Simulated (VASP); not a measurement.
# SiO2 (Pmma) in VASP: further runs

SiO2 is run at these levels: PBE, r2SCAN; tasks: electric field gradients.

Program: VASP 6.6.1. These are calculated values, not measurements. Logs are shortened: lines on timing, memory, paths and dates and some standing lists are left out, and cuts for length are marked.

### 1 The cell of the first run

It takes space group Pmma (No. 51, orthorhombic). Conventional cell: a = 13.819 Å, b = 6.911 Å, c = 6.419 Å, α = 90.00°, β = 90.00°, γ = 90.00°. Si (site symmetry m) has 4 O at 1.59 to 1.62 Å within 2.1 Å. Within 2.1 Å of Si (site symmetry m) lie 4 O at 1.59 to 1.62 Å. Si (site symmetry mm2) has 4 O at 1.61 Å within 2.1 Å. Within 2.1 Å of O (site symmetry 2/m) lie 2 Si at 1.59 Å. Within 2.2 Å of O (site symmetry 1) lie 2 Si at 1.62 Å. O (site symmetry m) has 2 Si at 1.61 Å within 2.1 Å. O (site symmetry mm2) has 2 Si at 1.59 Å within 2.1 Å. Within 2.1 Å of O (site symmetry m) lie 2 Si at 1.61 Å.

### 2 Electric field gradients, PBE

INCAR

```
PREC = Accurate
ENCUT = 520
EDIFF = 1E-8
ISMEAR = -1
SIGMA = 0.02
LREAL = Auto
LASPH = T
NELM = 80
ALGO = Normal
ISIF = 2
LWAVE = F
LCHARG = F
GGA = PE
LEFG = T
NBANDS = 101
```

KPOINTS

```
regular mesh
0
Gamma
  2 3 3
```

POSCAR

```
SiO2
1.0
   13.8193454500      0.0000000000      0.0000000000
    0.0000000000      6.9105836500      0.0000000000
    0.0000000000      0.0000000000      6.4189988800
Si O
10 20
Direct
    0.1151935000      0.0000000000      0.5006836800
    0.6151935000      0.0000000000      0.4993163200
    0.8848065000      0.0000000000      0.4993163200
    0.3848065000      0.0000000000      0.5006836800
    0.2500000000      0.2696551000      0.2622155800
    0.7500000000      0.7303449000      0.7377844200
    0.7500000000      0.2696551000      0.7377844200
    0.2500000000      0.7303449000      0.2622155800
    0.2500000000      0.0000000000      0.8814763800
    0.7500000000      0.0000000000      0.1185236200
    0.0000000000      0.0000000000      0.5000000000
    0.5000000000      0.0000000000      0.5000000000
    0.1544007500      0.1913609700      0.3816263600
    0.6544007500      0.8086390300      0.6183736400
    0.8455992500      0.1913609700      0.6183736400
    0.3455992500      0.8086390300      0.3816263600
    0.8455992500      0.8086390300      0.6183736400
    0.3455992500      0.1913609700      0.3816263600
    0.1544007500      0.8086390300      0.3816263600
    0.6544007500      0.1913609700      0.6183736400
    0.1540551200      0.0000000000      0.7378646400
    0.6540551200      0.0000000000      0.2621353600
    0.8459448800      0.0000000000      0.2621353600
    0.3459448800      0.0000000000      0.7378646400
    0.2500000000      0.5000000000      0.2613048400
    0.7500000000      0.5000000000      0.7386951600
    0.2500000000      0.1916993800      0.0251746700
    0.7500000000      0.8083006200      0.9748253300
    0.7500000000      0.1916993800      0.9748253300
    0.2500000000      0.8083006200      0.0251746700
```

Potentials or basis: VASP PAW PBE potentials, release 64 (Si, O).

The run is started by

```
> cat potpaw_PBE.64/Si/POTCAR potpaw_PBE.64/O/POTCAR > POTCAR
> mpirun -np 1 vasp_std > vasp.out
```

OUTCAR:

```text
PREC = Accurate
   ENCUT = 520
   EDIFF = 1E-8
   ISMEAR = -1
   LREAL = Auto
   LASPH = T
   NELM = 80
   ISIF = 2
   GGA = PE

 ion  position               nearest neighbor table
   1  0.115  0.000  0.501-  11 1.59  21 1.61  19 1.62  13 1.62   5 3.05   8 3.05   9 3.07
   2  0.615  0.000  0.499-  12 1.59  22 1.61  20 1.62  14 1.62   6 3.05   7 3.05  10 3.07
   3  0.885  0.000  0.499-  11 1.59  23 1.61  17 1.62  15 1.62   6 3.05   7 3.05  10 3.07
   4  0.385  0.000  0.501-  12 1.59  24 1.61  18 1.62  16 1.62   5 3.05   8 3.05   9 3.07
   5  0.250  0.270  0.262-  25 1.59  27 1.61  13 1.62  18 1.62   1 3.05   4 3.05   9 3.07
   6  0.750  0.730  0.738-  26 1.59  28 1.61  14 1.62  17 1.62   2 3.05   3 3.05  10 3.07
   7  0.750  0.270  0.738-  26 1.59  29 1.61  15 1.62  20 1.62   2 3.05   3 3.05  10 3.07
   8  0.250  0.730  0.262-  25 1.59  30 1.61  16 1.62  19 1.62   1 3.05   4 3.05   9 3.07
   9  0.250  0.000  0.881-  27 1.61  30 1.61  21 1.61  24 1.61   1 3.07   4 3.07   5 3.07   8 3.07

  10  0.750  0.000  0.119-  28 1.61  29 1.61  22 1.61  23 1.61   2 3.07   3 3.07   6 3.07   7 3.07

  11  0.000  0.000  0.500-   1 1.59   3 1.59
  12  0.500  0.000  0.500-   2 1.59   4 1.59
  13  0.154  0.191  0.382-   5 1.62   1 1.62
  14  0.654  0.809  0.618-   6 1.62   2 1.62
  15  0.846  0.191  0.618-   7 1.62   3 1.62
  16  0.346  0.809  0.382-   8 1.62   4 1.62
[... 12 lines left out ...]
  29  0.750  0.192  0.975-   7 1.61  10 1.61
  30  0.250  0.808  0.025-   8 1.61   9 1.61

  LATTYP: Found a simple orthorhombic cell.
 ALAT       =     6.4189988800
 B/A-ratio  =     1.0765827786
 C/A-ratio  =     2.1528817357

  Lattice vectors:

 A1 = (   0.0000000000,   0.0000000000,  -6.4189988800)
 A2 = (   0.0000000000,   6.9105836500,   0.0000000000)
 A3 = (  13.8193454500,   0.0000000000,   0.0000000000)

Analysis of symmetry for initial positions (statically):
=====================================================================
 Subroutine PRICEL returns:
 Original cell was already a primitive cell.

 Routine SETGRP: Setting up the symmetry group for a
 simple orthorhombic supercell.

 Subroutine GETGRP returns: Found  8 space group operations
[... 972 lines left out ...]
 [bands above 92 left out]

------------------------ aborting loop because EDIFF is reached ----------------------------------------

  FORCE on cell =-STRESS in cart. coord.  units (eV):
  Direction    XX          YY          ZZ          XY          YZ          ZX
  --------------------------------------------------------------------------------------
  -------------------------------------------------------------------------------------
  Total       12.2126737     12.2822836     12.1474050      0.0000000      0.0000000      0.0000000
  in kB       31.9191879     32.1011212     31.7486009      0.0000000      0.0000000      0.0000000
  external PRESSURE =      31.9229700 kB  Pullay stress =       0.0000000 kB

 VOLUME and BASIS-vectors are now :
 -----------------------------------------------------------------------------
  energy-cutoff  :      520.00
  volume of cell :      613.01
      direct lattice vectors                 reciprocal lattice vectors
    13.819345450  0.000000000  0.000000000     0.072362327  0.000000000  0.000000000
     0.000000000  6.910583650  0.000000000     0.000000000  0.144705578  0.000000000
     0.000000000  0.000000000  6.418998880     0.000000000  0.000000000  0.155787533

 POSITION                                       TOTAL-FORCE (eV/Angst)
 -----------------------------------------------------------------------------------
      1.59190      0.00000      3.21389         0.060182     -0.000000     -0.035098
      8.50157      0.00000      3.20511         0.060182     -0.000000      0.035098
     12.22745      0.00000      3.20511        -0.060182     -0.000000      0.035098
      5.31777      0.00000      3.21389        -0.060182     -0.000000     -0.035098
      3.45484      1.86347      1.68316        -0.000000     -0.066018      0.018062
     10.36451      5.04711      4.73584        -0.000000      0.066018     -0.018062
[... 22 lines left out ...]
     10.36451      1.32475      6.25740        -0.000000      0.271583      0.221374
      3.45484      5.58583      0.16160        -0.000000     -0.271583     -0.221374
 -----------------------------------------------------------------------------------
    total drift:                                0.000000     -0.000000     -0.000000

  FREE ENERGIE OF THE ION-ELECTRON SYSTEM (eV)
  ---------------------------------------------------
  free  energy   TOTEN  =      -236.5454152089 eV

  energy  without entropy=     -236.5454152089  energy(sigma->0) =     -236.54541521

 Electric field gradients (V/A^2)
---------------------------------------------------------------------
 ion       V_xx      V_yy      V_zz      V_xy      V_xz      V_yz
---------------------------------------------------------------------
   1      -8.577     7.669     0.908    -0.000    -0.559    -0.000
   2      -8.577     7.669     0.908    -0.000     0.559     0.000
   3      -8.577     7.669     0.908    -0.000    -0.559    -0.000
   4      -8.577     7.669     0.908    -0.000     0.559    -0.000
   5       7.733    -8.469     0.736    -0.000     0.000     0.019
   6       7.733    -8.469     0.736    -0.000    -0.000     0.019
[... 22 lines left out ...]
  29     -54.188    11.281    42.907    -0.000     0.000   -59.898
  30     -54.188    11.281    42.907    -0.000     0.000   -59.898
---------------------------------------------------------------------

 Electric field gradients after diagonalization (V/A^2)
 (convention: |V_zz| > |V_xx| > |V_yy|)
----------------------------------------------------------------------
 ion       V_xx      V_yy      V_zz     asymmetry (V_yy - V_xx)/ V_zz
----------------------------------------------------------------------
   1       7.669     0.941    -8.610       0.781
   2       7.669     0.941    -8.610       0.781
   3       7.669     0.941    -8.610       0.781
   4       7.669     0.941    -8.610       0.781
   5       7.733     0.736    -8.469       0.826
   6       7.733     0.736    -8.469       0.826
[... 22 lines left out ...]
  29     -54.188   -34.857    89.044       0.217
  30     -54.188   -34.857    89.044       0.217
----------------------------------------------------------------------

           NMR quadrupolar parameters

 Cq : quadrupolar parameter    Cq=e*Q*V_zz/h
 eta: asymmetry parameters     (V_yy - V_xx)/ V_zz
 Q  : nuclear electric quadrupole moment in mb (millibarn)
----------------------------------------------------------------------
 ion       Cq(MHz)       eta       Q (mb)
----------------------------------------------------------------------
   1      -0.021       0.781       1.000
   2      -0.021       0.781       1.000
   3      -0.021       0.781       1.000
   4      -0.021       0.781       1.000
   5      -0.020       0.826       1.000
   6      -0.020       0.826       1.000
[... 22 lines left out ...]
  29       0.215       0.217       1.000
  30       0.215       0.217       1.000
----------------------------------------------------------------------
```

It took 11 min on 1 thread of Intel Xeon Platinum 8488C (Sapphire Rapids), shared host; peak memory 0.73 GiB.

What came out:

- Free energy: -236.5454 eV
- Pressure: 3.2 GPa
- Largest force: 0.384 eV/Å
- Band gap on the k mesh: 5.62 eV (least direct gap 5.63 eV)
- Largest electric field gradient by atom: Si -8.6, -8.5, -11.8 (each value once); O +98.6, +86.6, +89.1, +98.3, +89.0 (each value once) V/Å²

Forces on the atoms (eV/Å):
```
Si   0.060  0.000 -0.035
Si   0.060  0.000  0.035
Si  -0.060  0.000  0.035
Si  -0.060  0.000 -0.035
Si   0.000 -0.066  0.018
Si   0.000  0.066 -0.018
Si   0.000 -0.066 -0.018
Si   0.000  0.066  0.018
Si   0.000  0.000 -0.009
Si   0.000  0.000  0.009
O    0.000  0.000  0.000
O    0.000  0.000  0.000
O   -0.271  0.272 -0.003
O   -0.271 -0.272  0.003
O    0.271  0.272  0.003
O    0.271 -0.272 -0.003
O    0.271 -0.272  0.003
O    0.271  0.272 -0.003
O   -0.271 -0.272 -0.003
O   -0.271  0.272  0.003
O   -0.273  0.000  0.214
O   -0.273  0.000 -0.214
O    0.273  0.000 -0.214
O    0.273  0.000  0.214
O    0.000  0.000 -0.024
O    0.000  0.000  0.024
O    0.000  0.272 -0.221
O    0.000 -0.272  0.221
O    0.000  0.272  0.221
O    0.000 -0.272 -0.221
```

Levels at points of the mesh, in eV from the valence-band top:
```
           k point  band 76  band 77  band 78  band 79  band 80  band 81  band 82  band 83  band 84  band 85
(0.00, 0.00, 0.00)    -0.74    -0.56    -0.37    -0.04    -0.01     5.62     6.46     7.00     8.48     8.66
(0.50, 0.00, 0.00)    -0.65    -0.53    -0.53    -0.03    -0.03     5.91     5.91     7.84     7.84     8.68
```

Electric field gradients, principal values (V/Å²):
```
 atom    least   middle  greatest (by size)
 1 Si    0.941    7.669              -8.610
 2 Si    0.941    7.669              -8.610
 3 Si    0.941    7.669              -8.610
 4 Si    0.941    7.669              -8.610
 5 Si    0.736    7.733              -8.469
 6 Si    0.736    7.733              -8.469
 7 Si    0.736    7.733              -8.469
 8 Si    0.736    7.733              -8.469
 9 Si    5.755    6.005             -11.760
10 Si    5.755    6.005             -11.760
 11 O  -48.713  -49.924              98.637
 12 O  -48.713  -49.924              98.637
 13 O  -30.891  -55.698              86.589
 14 O  -30.891  -55.698              86.589
 15 O  -30.891  -55.698              86.589
 16 O  -30.891  -55.698              86.589
 17 O  -30.891  -55.698              86.589
 18 O  -30.891  -55.698              86.589
 19 O  -30.891  -55.698              86.589
 20 O  -30.891  -55.698              86.589
 21 O  -34.635  -54.498              89.133
 22 O  -34.635  -54.498              89.133
 23 O  -34.635  -54.498              89.133
 24 O  -34.635  -54.498              89.133
 25 O  -48.139  -50.138              98.277
 26 O  -48.139  -50.138              98.277
 27 O  -34.857  -54.188              89.044
 28 O  -34.857  -54.188              89.044
 29 O  -34.857  -54.188              89.044
 30 O  -34.857  -54.188              89.044
```

Caveat: the cell stands under pressure; without QUAD_EFG the Cq values of the log hold for a quadrupole moment of 1 mb, not for the nuclei.

(Continued in part 2 of 2.)
